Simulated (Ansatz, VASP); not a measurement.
One calculation of BaTiO3, two programs

File INCAR:

```
SYSTEM = BaTiO3
ALGO = Normal
EDIFF = 1E-6
ENCUT = 520
GGA = PS
ISIF = 2
ISMEAR = -1
LASPH = .True.
LCHARG = .True.
LELF = .True.
LREAL = .False.
LVHAR = .True.
LWAVE = .False.
NBANDS = 28
NELM = 80
PREC = Accurate
SIGMA = 0.03
```

Contents of KPOINTS:

```
k-points
0
Gamma
  7 7 7
  0 0 0
```

The input POSCAR:

```
BaTiO3
1.0
    3.9729548958      0.0000000000      0.0000000000
    0.0000000000      3.9729548958      0.0000000000
    0.0000000000      0.0000000000      3.9910327445
Ba Ti O
1 1 3
Direct
    0.0000000000      0.0000000000      0.0000000000
    0.5000000000      0.5000000000      0.5000000000
    0.5000000000      0.5000000000      0.0000000000
    0.5000000000      0.0000000000      0.5000000000
    0.0000000000      0.5000000000      0.5000000000
```

Input for Ansatz:

```yaml
crystal:
  lattice:
    - [3.9729548958, 0.0, 0.0]
    - [0.0, 3.9729548958, 0.0]
    - [0.0, 0.0, 3.9910327445]
  atoms:
    - { symbol: Ba, position: [0.0, 0.0, 0.0] }
    - { symbol: Ti, position: [0.5, 0.5, 0.5] }
    - { symbol: O, position: [0.5, 0.5, 0.0] }
    - { symbol: O, position: [0.5, 0.0, 0.5] }
    - { symbol: O, position: [0.0, 0.5, 0.5] }
kpoints:
  mp_grid: { grid: [7, 7, 7] }
  band_path:
    path:
      - [0.0, 0.0, 0.0]
      - [0.0, 0.5, 0.0]
      - [0.5, 0.5, 0.0]
      - [0.0, 0.0, 0.0]
      - [0.0, 0.0, 0.5]
      - [0.0, 0.5, 0.5]
      - [0.5, 0.5, 0.5]
      - [0.0, 0.0, 0.5]
      - [0.0, 0.5, 0.0]
    npoints: 5
scf:
  occupations: { method: fermi_dirac, width: 0.03 }
hamiltonian:
  xc: pbesol
  pseudopotentials: { kind: all_electron, lapw: { basis_error: 0.001 } }
output:
  forces: true
  stress: true
  eigenvalues: true
```

Change from the starting cell: volume scaled by 0.98.

Alike in both runs: task single point; functional PBEsol; k mesh 7 × 7 × 7; occupations fermi-dirac, width 0.03 eV; no spin polarisation.

```csv
,VASP,Ansatz
version,VASP 6.6.1,Ansatz 0.2.0
potentials or method,"VASP PAW PBE potentials, release 64 (Ba_sv, Ti_sv, O), cutoff 520 eV","all-electron LAPW, scalar-relativistic"
```

|  | VASP | Ansatz | Ansatz less VASP |
| --- | --- | --- | --- |
| gap on the k mesh at the Fermi level (eV) | 1.79 | 1.86 | +0.068 |
| pressure (GPa) | 0.8 | -1.2 | -1.97 |
| traceless stress, the component that is largest in VASP (GPa) | -0.63 | -0.60 | +0.021 |

VASP's potentials were made for PBE, not for PBEsol. Ansatz ran all-electron here, and VASP with PAW potentials.

Neither program's run includes spin-orbit coupling.
